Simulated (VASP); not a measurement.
# Cu3Pt: single point with LDA

Cu3Pt:

```
Cu Pt
1.0
     3.69759    0.00000    0.00000
     0.00000    3.69759    0.00000
     0.00000    0.00000    3.69759
Cu Pt
3 1
Cartesian
  0.0000 1.8488 1.8488
  1.8488 0.0000 1.8488
  1.8488 1.8488 0.0000
  0.0000 0.0000 0.0000
```

This cell differs from its parent crystal: volume scaled by 0.99.

* Program: VASP 6.6.1
* Task: single point
* Functional: LDA
* Potentials or basis: VASP PAW LDA potentials, release 64 (Cu, Pt)
* Cutoff: 520 eV
* k mesh: 9 × 9 × 9
* Occupations: fermi-dirac, width 0.05 eV
* Spin: no spin polarisation

```yaml
Pressure: -9.7 GPa
```

Levels at points of the mesh, in eV from the Fermi level:
| k point | band 18 | band 19 | band 20 | band 21 | band 22 | band 23 | band 24 | band 25 |
| --- | --- | --- | --- | --- | --- | --- | --- | --- |
| (0.00, 0.00, 0.00) | -0.68 | -0.11 | -0.11 | -0.11 | 1.88 | 1.88 | 1.88 | 7.22 |

It took 34 s on 1 thread of Intel(R) Xeon(R) Platinum 8488C (Sapphire Rapids), on a shared host, peak memory 0.17 GiB.

Caveat: spin-orbit coupling is left out, which moves the levels of the heavy elements.
